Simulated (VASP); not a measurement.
# Li in VASP: single point with r2SCAN

Aim: the single point of Li with r2SCAN.

Program: VASP 6.6.1. These are calculated values, not measurements. Logs are shortened: lines on timing, memory, paths and dates and some standing lists are left out, and cuts for length are marked.

### Step 1. The cell of the first run

The cell holds a sublattice, 1 atom: a = 7.177 Å, b = 7.177 Å, c = 7.177 Å, α = 60.00°, β = 60.00°, γ = 60.00°.

### Step 2. Single point, r2SCAN

File POSCAR:

```
Li
1.0
    0.0000000000      5.0750760000      5.0750760000
    5.0750760000      0.0000000000      5.0750760000
    5.0750760000      5.0750760000      0.0000000000
Li
1
Direct
    0.5000000000      0.5000000000      0.5000000000
```

File INCAR.step1:

```
PREC = Accurate
ENCUT = 520
ISMEAR = 0
SIGMA = 0.1
LREAL = False
LASPH = True
NELM = 100
NBANDS = 8
GGA = PE
ALGO = Normal
EDIFF = 1E-4
LWAVE = True
LCHARG = False
```

File INCAR.step2:

```
PREC = Accurate
ENCUT = 520
EDIFF = 1E-6
ISMEAR = 0
SIGMA = 0.1
LREAL = False
LASPH = True
NELM = 100
ALGO = Normal
ISIF = 2
LWAVE = False
LCHARG = True
METAGGA = R2SCAN
LMIXTAU = True
LELF = True
LVHAR = True
NBANDS = 8
ISTART = 1
```

File KPOINTS:

```
Automatic mesh
0
Gamma
  4 4 4
```

Potentials or basis: VASP PAW PBE potentials, release 64 (Li_sv).

Command:

```console
$ cat potpaw_PBE.64/Li_sv/POTCAR > POTCAR
$ cp INCAR.step1 INCAR
$ mpirun -np 1 vasp_std > vasp.out
$ cp INCAR.step2 INCAR
$ mpirun -np 1 vasp_std > vasp.out
```

OUTCAR:

```text
PREC = Accurate
   ENCUT = 520
   EDIFF = 1E-6
   ISMEAR = 0
   LREAL = False
   LASPH = True
   NELM = 100
   ISIF = 2
   METAGGA = R2SCAN
   ISTART = 1

 ion  position               nearest neighbor table
   1  0.500  0.500  0.500-

  LATTYP: Found a face centered cubic cell.
 ALAT       =    10.1501520000

  Lattice vectors:

 A1 = (   0.0000000000,   5.0750760000,   5.0750760000)
 A2 = (   5.0750760000,   0.0000000000,   5.0750760000)
 A3 = (   5.0750760000,   5.0750760000,   0.0000000000)

Analysis of symmetry for initial positions (statically):
=====================================================================
 Subroutine PRICEL returns:
 Original cell was already a primitive cell.

 Routine SETGRP: Setting up the symmetry group for a
 face centered cubic supercell.

 Subroutine GETGRP returns: Found 48 space group operations
 (whereof 48 operations were pure point group operations)
 out of a pool of 48 trial point group operations.

The static configuration has the point symmetry O_h .

Analysis of symmetry for dynamics (positions and initial velocities):
=====================================================================
 Subroutine PRICEL returns:
 Original cell was already a primitive cell.

 Routine SETGRP: Setting up the symmetry group for a
 face centered cubic supercell.

 Subroutine GETGRP returns: Found 48 space group operations
 (whereof 48 operations were pure point group operations)
 out of a pool of 48 trial point group operations.

The dynamic configuration has the point symmetry O_h .

 Subroutine INISYM returns: Found 48 space group operations
 (whereof 48 operations are pure point group operations),
 and found     1 'primitive' translations

----------------------------------------------------------------------------------------

                                     Primitive cell

  volume of cell :     261.4313

  direct lattice vectors                    reciprocal lattice vectors
     0.000000000  5.075076000  5.075076000    -0.098520692  0.098520692  0.098520692
     5.075076000  0.000000000  5.075076000     0.098520692 -0.098520692  0.098520692
     5.075076000  5.075076000  0.000000000     0.098520692  0.098520692 -0.098520692

  length of vectors
     7.177241309  7.177241309  7.177241309     0.170642844  0.170642844  0.170642844

  position of ions in fractional coordinates (direct lattice)
     0.500000000  0.500000000  0.500000000

[... 52 lines left out ...]
   ISPIN  =      1    spin polarized calculation?
   LNONCOLLINEAR =      F non collinear calculations
   LSORBIT =      F    spin-orbit coupling
   LASPH  =      T    aspherical Exc in radial PAW
   ENCUT  =  520.0 eV  38.22 Ry    6.18 a.u.  13.34 13.34 13.34*2*pi/ulx,y,z
   NELM   =    100;   NELMIN=  2; NELMDL=  0     # of ELM steps
   EDIFF  = 0.1E-05   stopping-criterion for ELM
   LREAL  =      F    real-space projection
[... 7 lines left out ...]
   TEBEG  =    0.0;   TEEND  =   0.0 temperature during run
   PSTRESS=    0.0 pullay stress
   NELECT =       3.0000    total number of electrons
   NUPDOWN=      -1.0000    fix difference up-down
   EMIN   =  10.00;   EMAX   =-10.00  energy-range for DOS
   EFERMI =   0.00;   METHOD = LEGACY
   ISMEAR =     0;   SIGMA  =   0.10  broadening in eV -4-tet -1-fermi 0-gaus
   EFERMI_NEDOS =   21; number of points for ismear=-14 and -15
   IALGO  =     38    algorithm
   IMIX   =      4    mixing-type and parameters
     AMIX     =   0.40;   BMIX     =  1.00
     AMIX_MAG =   1.60;   BMIX_MAG =  1.00
  volume/ion in A,a.u.               =     261.43      1764.23
  Fermi-wavevector in a.u.,A,eV,Ry     =   0.369258  0.697796  1.855170  0.136351
  Thomas-Fermi vector in A             =   1.295742
   LORBIT       =      0    0 simple, 1 ext, 2 COOP (PROOUT), +10 PAW based schemes
   METAGGA = R2SCAN    functional components
   LHFCALC =     F    Hartree Fock is set to
   AEXX    =    0.0000 exact exchange contribution
   IVDW    =     0    specifies the selected vdW correction
   LEPSILON=     F    determine dielectric tensor
   LRPA    =     F    only Hartree local field effects (RPA)
 non-spin polarized calculation
 Gauss-broadening in eV      SIGMA  =   0.10
  energy-cutoff  :      520.00
  volume of cell :      261.43
 maximum number of plane-waves:      7119
 NGX is ok and might be reduce to    54
   NGX = 27   NGY = 27   NGZ = 27

 number of electron       3.0000004 magnetization

 Free energy of the ion-electron system (eV)
  ---------------------------------------------------
  ext. energy  EPLUGINS =         0.00000000
  ---------------------------------------------------
  free energy    TOTEN  =        -0.59447125 eV

  energy without entropy =       -0.57202662  energy(sigma->0) =       -0.58324894

 E-fermi :  -2.2902     XC(G=0):  -2.7563

 val. band max:       -2.3044240088   @ k =   0.5000   0.0000   0.0000
 cond. band min:      -2.2235527363   @ k =   0.5000   0.2500   0.0000
 fundamental gap:      0.0808712725
 Fermi energy:        -2.2902184553

 k-point     1 :       0.0000    0.0000    0.0000
  band No.  band energies     occupation
      1     -53.5226      2.00000
      2      -2.9299      2.00000
      3       0.3943      0.00000
      4       0.3943      0.00000
      5       0.3955      0.00000
      6       1.6541      0.00000
      7       2.5740      0.00000
      8       2.5744      0.00000
[... 67 lines left out ...]
 k-point     8 :      -0.2500    0.5000    0.2500
  band No.  band energies     occupation
      1     -53.5225      2.00000
      2      -2.0443      0.00051
      3      -0.7804      0.00000
      4      -0.7801      0.00000
      5      -0.4719      0.00000
      6       1.6179      0.00000
      7       2.4397      0.00000
      8       2.4405      0.00000

------------------------ aborting loop because EDIFF is reached ----------------------------------------

  FORCE on cell =-STRESS in cart. coord.  units (eV):
  Direction    XX          YY          ZZ          XY          YZ          ZX
  --------------------------------------------------------------------------------------
  -------------------------------------------------------------------------------------
  Total       -0.4309432     -0.4309432     -0.4309432      0.0000000      0.0000000      0.0000000
  in kB       -2.6410275     -2.6410275     -2.6410275      0.0000000      0.0000000      0.0000000
  external PRESSURE =      -2.6410275 kB  Pullay stress =       0.0000000 kB

 VOLUME and BASIS-vectors are now :
 -----------------------------------------------------------------------------
  energy-cutoff  :      520.00
  volume of cell :      261.43
      direct lattice vectors                 reciprocal lattice vectors
     0.000000000  5.075076000  5.075076000    -0.098520692  0.098520692  0.098520692
     5.075076000  0.000000000  5.075076000     0.098520692 -0.098520692  0.098520692
     5.075076000  5.075076000  0.000000000     0.098520692  0.098520692 -0.098520692

 POSITION                                       TOTAL-FORCE (eV/Angst)
 -----------------------------------------------------------------------------------
      5.07508      5.07508      5.07508         0.000000      0.000000      0.000000
 -----------------------------------------------------------------------------------
    total drift:                                0.000000      0.000000      0.000000

  FREE ENERGIE OF THE ION-ELECTRON SYSTEM (eV)
  ---------------------------------------------------
  free  energy   TOTEN  =        -0.5944712507 eV

  energy  without entropy=       -0.5720266225  energy(sigma->0) =       -0.58324894
```

OUTCAR.step1:

```text
PREC = Accurate
   ENCUT = 520
   ISMEAR = 0
   LREAL = False
   LASPH = True
   NELM = 100
[... 284 lines left out ...]

 POSITION                                       TOTAL-FORCE (eV/Angst)
 -----------------------------------------------------------------------------------
      5.07508      5.07508      5.07508         0.000000     -0.000000     -0.000000
 -----------------------------------------------------------------------------------
    total drift:                                0.000000      0.000000      0.000000

  FREE ENERGIE OF THE ION-ELECTRON SYSTEM (eV)
  ---------------------------------------------------
  free  energy   TOTEN  =        -0.1722642204 eV

  energy  without entropy=       -0.1456480610  energy(sigma->0) =       -0.15895614
```

OSZICAR.step1:

```text
N       E                     dE             d eps       ncg     rms          rms(c)
DAV:   1     0.423007046764E+01    0.42301E+01   -0.13218E+03   128   0.155E+02
DAV:   2     0.140171931434E+01   -0.28284E+01   -0.27904E+01   184   0.227E+01
DAV:   3    -0.754220435371E-01   -0.14771E+01   -0.14572E+01   184   0.193E+01
DAV:   4    -0.166491725577E+00   -0.91070E-01   -0.90031E-01   168   0.479E+00
DAV:   5    -0.168553294123E+00   -0.20616E-02   -0.20615E-02   192   0.818E-01    0.206E-01
DAV:   6    -0.169335510070E+00   -0.78222E-03   -0.58101E-04   200   0.141E-01    0.130E-01
DAV:   7    -0.171060319208E+00   -0.17248E-02   -0.25189E-03   152   0.177E-01    0.516E-02
DAV:   8    -0.172002087198E+00   -0.94177E-03   -0.18276E-03   128   0.135E-01    0.182E-02
DAV:   9    -0.172195729243E+00   -0.19364E-03   -0.39393E-04   160   0.500E-02    0.104E-02
DAV:  10    -0.172264220404E+00   -0.68491E-04   -0.20740E-04   160   0.290E-02
   1 F= -.17226422E+00 E0= -.15895614E+00  d E =-.266162E-01
```

Run time: 5.5 min. Hardware: 1 thread of Oxide Virtual Turin-like, shared host; peak memory 0.36 GiB.

Results:

- Free energy: -0.5945 eV
- Band gap on the k mesh: zero (an odd number of electrons rules out a gap without spin polarisation)

Caveat: the cutoff is under 1.25 times the usual one of these potentials, so pressure, stress and relaxed cells hold a basis-set (Pulay) error; the PAW data sets were made with another functional, which shifts forces and pressure a little.

The gap in the log of VASP goes by the Fermi energy; the results here count the filled bands.